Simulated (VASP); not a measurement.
# PtSe2 in VASP: a series of runs

The runs below take PtSe2 through single point, with PBE, PBE-based screened hybrid with 10 % exact exchange.

Program: VASP 6.6.1. These are calculated values, not measurements. Logs are shortened: lines on timing, memory, paths and dates and some standing lists are left out, and cuts for length are marked.

### Step 1. The cell of the first run

Symmetry: P-3m1, No. 164, trigonal system. The conventional cell has a = 3.674 Å, b = 3.674 Å, c = 4.994 Å, α = 90.00°, β = 90.00°, γ = 120.00°. Within 3.2 Å of Pt (site symmetry -3m) lie 6 Se at 2.46 Å. Within 3.3 Å of Se (site symmetry 3m) lie 3 Pt at 2.46 Å and 6 Se at 3.28 Å.

### Step 2. Single point, PBE, non-collinear spin, zero start, spin-orbit coupling

Input file INCAR:

```
PREC = Accurate ; ENCUT = 520
EDIFF = 1E-6 ; ISMEAR = -1
SIGMA = 0.05 ; LREAL = False
LASPH = True ; NELM = 150
ALGO = Normal ; ISIF = 2
LWAVE = False ; LCHARG = False
MAGMOM = 0 0 0 0 0 0 0 0 0 ; LORBIT = 11
LSORBIT = True ; GGA_COMPAT = False
LORBMOM = True ; LMAXMIX = 4
GGA = PE ; NBANDS = 35
```

Input file KPOINTS:

```
regular mesh
0
Gamma
  8 8 5
```

Input file POSCAR:

```
PtSe2
1.0
    3.6736695059      0.0000000000      0.0000000000
   -1.8368347530      3.1814911172      0.0000000000
    0.0000000000      0.0000000000      4.9935862081
Pt Se
1 2
Direct
    0.0000000000      0.0000000000      0.0000000000
    0.6666666667      0.3333333333      0.7500000000
    0.3333333333      0.6666666667      0.2500000000
```

Potentials or basis: VASP PAW PBE potentials, release 64 (Pt, Se).

Launch:

```sh
cat potpaw_PBE.64/Pt/POTCAR potpaw_PBE.64/Se/POTCAR > POTCAR
mpirun -np 1 vasp_ncl > vasp.out
```

OUTCAR:

```text
PREC = Accurate
   ENCUT = 520
   EDIFF = 1E-6
   ISMEAR = -1
   LREAL = False
   LASPH = True
   NELM = 150
   ISIF = 2
   LORBIT = 11
   LSORBIT = True
   GGA = PE

 ion  position               nearest neighbor table
   1  0.000  0.000  0.000-   2 2.46   3 2.46   2 2.46   3 2.46   2 2.46   3 2.46
   2  0.667  0.333  0.750-   1 2.46   1 2.46   1 2.46
   3  0.333  0.667  0.250-   1 2.46   1 2.46   1 2.46

  LATTYP: Found a hexagonal cell.
 ALAT       =     3.6736695059
 C/A-ratio  =     1.3592910849

  Lattice vectors:

 A1 = (   3.6736695059,   0.0000000000,   0.0000000000)
 A2 = (  -1.8368347530,   3.1814911172,   0.0000000000)
 A3 = (   0.0000000000,   0.0000000000,   4.9935862081)

Analysis of symmetry for initial positions (statically):
=====================================================================
 Subroutine PRICEL returns:
 Original cell was already a primitive cell.

 Routine SETGRP: Setting up the symmetry group for a
 hexagonal supercell.

 Subroutine GETGRP returns: Found 12 space group operations
 (whereof 12 operations were pure point group operations)
 out of a pool of 24 trial point group operations.

The static configuration has the point symmetry D_3d.

Analysis of symmetry for dynamics (positions and initial velocities):
=====================================================================
 Subroutine PRICEL returns:
 Original cell was already a primitive cell.

 Routine SETGRP: Setting up the symmetry group for a
 hexagonal supercell.

 Subroutine GETGRP returns: Found 12 space group operations
 (whereof 12 operations were pure point group operations)
 out of a pool of 24 trial point group operations.

The dynamic configuration has the point symmetry D_3d.

Analysis of structural, dynamic, and magnetic symmetry:
=====================================================================
 Subroutine PRICEL returns:
 Original cell was already a primitive cell.

 Routine SETGRP: Setting up the symmetry group for a
 hexagonal supercell.

 Subroutine GETGRP returns: Found 12 space group operations
 (whereof 12 operations were pure point group operations)
 out of a pool of 24 trial point group operations.

The overall configuration has the point symmetry D_3d.

 Subroutine INISYM returns: Found 12 space group operations
 (whereof 12 operations are pure point group operations),
 and found     1 'primitive' translations

----------------------------------------------------------------------------------------

                                     Primitive cell

  volume of cell :      58.3638
[... 1066 lines left out ...]
     -0.00000      2.12099      1.24840         0.000000     -0.000000      1.185931
 -----------------------------------------------------------------------------------
    total drift:                               -0.000000     -0.000000     -0.000000

  FREE ENERGIE OF THE ION-ELECTRON SYSTEM (eV)
  ---------------------------------------------------
  free  energy   TOTEN  =       -14.4229148285 eV

  energy  without entropy=      -14.4173141560  energy(sigma->0) =      -14.42011449

 orbital moment (x)

 # of ion     p       d       tot
 ----------------------------------------
  1        -0.000   0.000   0.000
  2         0.000   0.000   0.000
  3         0.000   0.000   0.000
 ----------------------------------------
            0.000   0.000   0.000

 orbital moment (y)

 # of ion     p       d       tot
 ----------------------------------------
  1         0.000   0.000   0.000
  2        -0.000   0.000  -0.000
  3        -0.000   0.000  -0.000
 ----------------------------------------
           -0.000   0.000   0.000

 orbital moment (z)

 # of ion     p       d       tot
 ----------------------------------------
  1         0.000   0.000   0.000
  2         0.000   0.000   0.000
  3         0.000   0.000   0.000
 ----------------------------------------
            0.000   0.000   0.000

 Spin-Orbit-Coupling matrix elements

 Ion:    1  E_soc:     -0.7276479
 l=   1
     0.0000000    -0.0362176    -0.0381158
    -0.0362176     0.0000000    -0.0362176
    -0.0381158    -0.0362176     0.0000000
 l=   2
     0.0000000    -0.0184606     0.0000000    -0.0184606    -0.0626577
    -0.0184606     0.0000000    -0.0470431    -0.0226864    -0.0184606
     0.0000000    -0.0470431     0.0000000    -0.0470431     0.0000000
    -0.0184606    -0.0226864    -0.0470431     0.0000000    -0.0184606
    -0.0626577    -0.0184606     0.0000000    -0.0184606     0.0000000
 l=   3
     0.0000000     0.0000000     0.0000000     0.0000000     0.0000000     0.0000000     0.0000000
     0.0000000     0.0000000     0.0000000     0.0000000     0.0000000     0.0000000     0.0000000
     0.0000000     0.0000000     0.0000000     0.0000000     0.0000000     0.0000000     0.0000000
     0.0000000     0.0000000     0.0000000     0.0000000     0.0000000     0.0000000     0.0000000
[... 29 lines left out ...]
 l=   2
     0.0000000    -0.0000005     0.0000000    -0.0000005    -0.0000172
    -0.0000005     0.0000000    -0.0000125    -0.0000059    -0.0000005
     0.0000000    -0.0000125     0.0000000    -0.0000125     0.0000000
    -0.0000005    -0.0000059    -0.0000125     0.0000000    -0.0000005
    -0.0000172    -0.0000005     0.0000000    -0.0000005     0.0000000
 l=   3
     0.0000000     0.0000000     0.0000000     0.0000000     0.0000000     0.0000000     0.0000000
     0.0000000     0.0000000     0.0000000     0.0000000     0.0000000     0.0000000     0.0000000
     0.0000000     0.0000000     0.0000000     0.0000000     0.0000000     0.0000000     0.0000000
     0.0000000     0.0000000     0.0000000     0.0000000     0.0000000     0.0000000     0.0000000
     0.0000000     0.0000000     0.0000000     0.0000000     0.0000000     0.0000000     0.0000000
     0.0000000     0.0000000     0.0000000     0.0000000     0.0000000     0.0000000     0.0000000
     0.0000000     0.0000000     0.0000000     0.0000000     0.0000000     0.0000000     0.0000000

 total charge

# of ion       s       p       d       tot
------------------------------------------
    1        0.717   0.802   8.057   9.576
    2        1.484   2.275   0.079   3.838
    3        1.484   2.275   0.079   3.838
--------------------------------------------------
tot          3.686   5.351   8.216  17.252

 magnetization (x)

# of ion       s       p       d       tot
------------------------------------------
    1       -0.000   0.000   0.000  -0.000
    2       -0.000  -0.000  -0.000  -0.000
    3       -0.000  -0.000   0.000  -0.000
--------------------------------------------------
tot         -0.000  -0.000  -0.000  -0.000

 magnetization (y)

# of ion       s       p       d       tot
------------------------------------------
    1        0.000  -0.000  -0.000  -0.000
    2       -0.000  -0.000  -0.000  -0.000
    3        0.000  -0.000  -0.000  -0.000
--------------------------------------------------
tot          0.000  -0.000  -0.000  -0.000

 magnetization (z)

# of ion       s       p       d       tot
------------------------------------------
    1        0.000   0.000   0.000   0.000
    2        0.000   0.000   0.000   0.000
    3        0.000   0.000   0.000   0.000
--------------------------------------------------
tot          0.000   0.000   0.000   0.000
```

OSZICAR:

```text
N       E                     dE             d eps       ncg     rms          rms(c)
DAV:   1     0.122888730824E+03    0.12289E+03   -0.99156E+03  2816   0.112E+03
DAV:   2    -0.782014545518E+01   -0.13071E+03   -0.12351E+03  3327   0.231E+02
DAV:   3    -0.151713166882E+02   -0.73512E+01   -0.72275E+01  3375   0.523E+01
DAV:   4    -0.152508240521E+02   -0.79507E-01   -0.79393E-01  3312   0.595E+00
DAV:   5    -0.152518222098E+02   -0.99816E-03   -0.99800E-03  3357   0.661E-01    0.160E+01
DAV:   6    -0.146009819649E+02    0.65084E+00   -0.34281E+00  2922   0.197E+01    0.966E+00
DAV:   7    -0.144490921868E+02    0.15189E+00   -0.71990E-01  2913   0.905E+00    0.501E+00
DAV:   8    -0.144270704219E+02    0.22022E-01   -0.39108E-02  3185   0.146E+00    0.174E+00
DAV:   9    -0.144228064379E+02    0.42640E-02   -0.66392E-03  3236   0.868E-01    0.363E-01
DAV:  10    -0.144228448602E+02   -0.38422E-04   -0.16735E-03  3289   0.311E-01    0.117E-01
DAV:  11    -0.144229068621E+02   -0.62002E-04   -0.18786E-04  3126   0.115E-01    0.513E-02
DAV:  12    -0.144229128006E+02   -0.59385E-05   -0.10797E-05  3354   0.288E-02    0.126E-02
DAV:  13    -0.144229142614E+02   -0.14609E-05   -0.15413E-06  3019   0.877E-03    0.540E-03
DAV:  14    -0.144229148285E+02   -0.56708E-06   -0.81679E-07  2284   0.694E-03
   1 F= -.14422915E+02 E0= -.14420114E+02  d E =-.560067E-02  mag=     0.0000    -0.0000    -0.0000
```

It took 1.8 min on 1 thread of Intel Xeon 6975P-C (Granite Rapids), shared host; peak memory 0.37 GiB.

What came out:

| Quantity | Value |
| --- | --- |
| Free energy | -14.4229 eV |
| Pressure | 14.0 GPa |
| Largest force | 1.186 eV/Å |
| Net moment | 0.00 μB per cell |
| Valence electrons inside the program's atomic spheres | Pt 9.58; Se 3.84 |

Forces in eV/Å, atoms in the order of the input:
```
Pt   0.000  0.000  0.000
Se   0.000  0.000 -1.186
Se   0.000  0.000  1.186
```

Moments on the atoms (μB; x, y, z):
```
Pt  0.00 0.00 0.00
Se  0.00 0.00 0.00
Se  0.00 0.00 0.00
```

Caveat: the cell stands under pressure; forces of over 1 eV/Å act on the atoms, so gaps and moduli don't describe the material at rest.

(Continued in part 2 of 2.)
